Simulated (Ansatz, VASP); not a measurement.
V: VASP beside Ansatz

The input INCAR:

```
PREC     = Accurate       # precision mode
ENCUT    = 520            # plane-wave cutoff, eV
EDIFF    = 1E-7           # SCF threshold, eV
ISMEAR   = -1             # smearing method
SIGMA    = 0.1            # smearing width, eV
LREAL    = F              # projectors in reciprocal space
LASPH    = T              # aspherical terms in the spheres
NELM     = 60             # most SCF steps
ALGO     = Normal         # electronic algorithm
ISIF     = 2              # what is computed and relaxed
LWAVE    = F              # write WAVECAR
LCHARG   = F              # write CHGCAR
GGA      = RE             # functional
NBANDS   = 26             # bands
```

The input KPOINTS:

```
regular mesh
0
Gamma
  9 9 15
```

Contents of POSCAR:

```
V
1.0
    4.3534228370      0.0000000000      0.0000000000
   -2.1767114185      3.7701747702      0.0000000000
    0.0000000000      0.0000000000      2.3412734369
V
3
Direct
    0.0000000000      1.0000000000      0.0000000000
    0.3333333333      0.6666666667      0.5000000000
    0.6666666667      0.3333333333      0.5000000000
```

Input for Ansatz:

```yaml
crystal:
  lattice:
    - [4.353422837, 0.0, 0.0]
    - [-2.1767114185, 3.7701747702, 0.0]
    - [0.0, 0.0, 2.3412734369]
  atoms:
    - { symbol: V, position: [0.0, 1.0, 0.0] }
    - { symbol: V, position: [0.3333333333, 0.6666666667, 0.5] }
    - { symbol: V, position: [0.6666666667, 0.3333333333, 0.5] }
hamiltonian:
  xc: revpbe
  pseudopotentials:
    kind: paw
    azcp:
      V: "pseudopotentials/V.paw.azcp"
basis:
  ecutwfc: 420
  fft_grid_basis: typed
kpoints:
  mp_grid: { grid: [9, 9, 15], shift: [0, 0, 0] }
magnetization:
  spin_polarized: false
scf:
  occupations: { method: fermi_dirac, width: 0.1 }
  lower_state_search: "off"
output:
  stress: true
  write_density: true
  write_potential: true
  elf: true
  volumetric_format: npy
```

Alike in both runs: task single point; functional revPBE; k mesh 9 × 9 × 15; occupations fermi-dirac, width 0.1 eV; no spin polarisation.

|  | VASP | Ansatz |
| --- | --- | --- |
| version | VASP 6.6.1 | Ansatz 0.2.0 |
| potentials or method | VASP PAW PBE potentials, release 64 (V_sv), cutoff 520 eV | plane waves (420 eV) with PAW, scalar-relativistic |
| valence electrons in the cell | 39 | 39 |

```tsv
	VASP	Ansatz	Ansatz less VASP
pressure (GPa)	16.6	16.1	-0.47
traceless stress, the component that is largest in VASP (GPa)	0.74	0.42	-0.316
```

VASP's potentials were made for PBE, not for revPBE. The functional is the same, so the differences come from potentials, cutoffs and numerics.
